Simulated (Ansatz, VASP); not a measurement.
**One calculation of SnSe2, two programs**

```xyz
3
Lattice="3.8406 0.0000 0.0000 -1.9203 3.3260 0.0000 0.0000 0.0000 6.5233" Properties=species:S:1:pos:R:3 pbc="T T T"
Sn    0.0000    0.0000    0.0000
Se    0.0000    2.2989    1.6318
Se    1.9203    1.1902    5.0073
```

Change from the starting cell: all Se atoms moved -0.100 Å, as atom 2 towards its neighbour atom 1 (Sn) at 2.719 Å.

Alike in both runs: task single point; functional r2SCAN; k mesh 12 × 12 × 4; occupations gaussian, width 0.05 eV; no spin polarisation.

|  | VASP | Ansatz |
| --- | --- | --- |
| version | VASP 6.6.1 | Ansatz 0.2.0 |
| potentials or method | VASP PAW PBE potentials, release 64 (Sn_d, Se), cutoff 520 eV | scalar-relativistic, plane waves, PAW |
| valence electrons in the cell | 26 | 46 |

Ansatz gave:

* gap on the k mesh at the Fermi level (eV): 0.94
* least direct gap on the mesh (eV): 1.41
* pressure (GPa): 0.2
* traceless stress, the component that is largest in VASP (GPa): 0.43
* rms of the force components (eV/Å): 0.418

Problem. What did VASP give for the same quantities?

Solution. gap on the k mesh at the Fermi level (eV): 0.94; least direct gap on the mesh (eV): 1.41; pressure (GPa): 0.3; traceless stress, the component that is largest in VASP (GPa): 0.43; rms of the force components (eV/Å): 0.422.

VASP's potentials were made for PBE, not for r2SCAN. Atom by atom the forces differ by 0.007 eV/Å (rms over components). The functional is the same, so the differences come from potentials, cutoffs and numerics. VASP's potentials hold 26 valence electrons a cell and Ansatz's 46, so a difference there can come from the potentials and not from the codes.
